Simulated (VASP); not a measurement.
Runs of VASP 6.6.1 on CuO. The structure is that of space group Cccm (No. 66), or close to it. The cells are those of the table. 

```tsv
cell	gap on the mesh (eV)	pressure (GPa)
a = 2.933, b = 2.933, c = 5.156 Å, angles 90.0, 90.0, 94.5°, 4 atoms	none	(a)
a = 3.099, b = 3.099, c = 5.448 Å, angles 90.0, 90.0, 94.5°, 4 atoms	none	-21.3
a = 3.028, b = 3.028, c = 5.322 Å, angles 90.0, 90.0, 94.5°, 4 atoms	none	-15.7
a = 2.971, b = 2.971, c = 5.224 Å, angles 90.0, 90.0, 94.5°, 4 atoms	none	-9.5
```

Alike in all rows: task single point; level r2SCAN; potentials or basis VASP PAW PBE potentials, release 64 (Cu, O); no spin polarisation; k mesh 14 × 14 × 8; cutoff (eV) 520; smearing gaussian 0.1 eV.

Problem. Fill in the values left out.

Solution. (a) -4.0.

Caveats: the PAW data sets were made with another functional, which shifts forces and pressure a little; semilocal functionals often make such compounds metallic where correlation or magnetic order opens a gap, which also shifts bond lengths.

A gap of «none» marks levels without a gap at the run's occupations.
